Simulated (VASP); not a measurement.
A run of VASP 6.6.1:

Contents of INCAR:

```
PREC     = Accurate       # precision mode
ENCUT    = 600            # plane-wave cutoff, eV
EDIFF    = 1E-6           # SCF threshold, eV
ISMEAR   = 0              # smearing method
SIGMA    = 0.1            # smearing width, eV
LREAL    = F              # projectors in reciprocal space
LASPH    = T              # aspherical terms in the spheres
NELM     = 100            # most SCF steps
ALGO     = Fast           # electronic algorithm
ISIF     = 4              # what is computed and relaxed
LWAVE    = F              # write WAVECAR
LCHARG   = F              # write CHGCAR
GGA      = PE             # functional
IBRION   = 2              # ionic algorithm
NSW      = 50             # ionic steps
EDIFFG   = -0.01          # ionic threshold
```

File KPOINTS:

```
regular mesh
0
Gamma
  18 18 10
```

Contents of POSCAR:

```
Pt
1.0
    2.8359961134      0.0000000000      0.0000000000
   -1.4179980567      2.4560446792      0.0000000000
    0.0000000000      0.0000000000      4.9761493313
Pt
2
Direct
    0.6666666667      0.3333333333      0.7500000000
    0.3333333333      0.6666666667      0.2500000000
```

Potentials or basis: VASP PAW PBE potentials, release 64 (Pt).

Command:

```console
$ cat potpaw_PBE.64/Pt/POTCAR > POTCAR
$ mpirun -np 1 vasp_std > vasp.out
```

Hardware: 1 thread of Intel(R) Xeon(R) Platinum 8559C (Emerald Rapids), with other jobs on the host.

Task: Estimate the wall time of this run.

Result: Run time: 84 s on 1 thread of Intel(R) Xeon(R) Platinum 8559C (Emerald Rapids), on a shared host, peak memory 0.25 GiB. Counts: scf iterations 23, k points 222, ion steps 3.
